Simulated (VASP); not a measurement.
Os: single point with PBE

The system is Os.

```
Os
1.0
     2.75451    0.00000    0.00000
    -1.37725    2.38547    0.00000
     0.00000    0.00000    4.34942
Os
2
Direct
  0.33333 0.66667 0.25000
  0.66667 0.33333 0.75000
```

* Program: VASP 6.6.1
* Task: single point
* Functional: PBE
* Potentials or basis: VASP PAW PBE potentials, release 64 (Os)
* Cutoff: 520 eV
* k mesh: 18 × 18 × 10
* Occupations: fermi-dirac, width 0.15 eV
* Spin: no spin polarisation

| Property | Result |
| --- | --- |
| Pressure | -0.2 GPa |
| Band gap on the k mesh | zero (band 8 reaches 11.11 eV, above the bottom of band 9 at 7.31 eV) |

Stress tensor (GPa, compression positive):
```
-0.12  0.00  0.00
 0.00 -0.12  0.00
 0.00  0.00 -0.24
```

Levels at points of the mesh, in eV from the Fermi level:
| k point | band 5 | band 6 | band 7 | band 8 | band 9 | band 10 | band 11 | band 12 |
| --- | --- | --- | --- | --- | --- | --- | --- | --- |
| (0.00, 0.00, 0.00) | -2.73 | -2.17 | -2.17 | -1.54 | -1.54 | 0.01 | 1.61 | 1.61 |
| (0.50, 0.00, 0.00) | -2.88 | -2.52 | -1.85 | 1.94 | 2.48 | 2.60 | 4.25 | 5.53 |
| (0.00, 0.00, 0.50) | -3.17 | -3.17 | -3.17 | -3.17 | 0.84 | 0.84 | 0.84 | 0.84 |
| (0.50, 0.00, 0.50) | -1.19 | -1.19 | -0.18 | -0.18 | 2.26 | 2.26 | 3.19 | 3.19 |

Run time: 28 s on 1 thread of Intel(R) Xeon(R) 6975P-C (Granite Rapids), on a shared host, peak memory 0.2 GiB.

Caveat: spin-orbit coupling is left out, which moves the levels of the heavy elements.
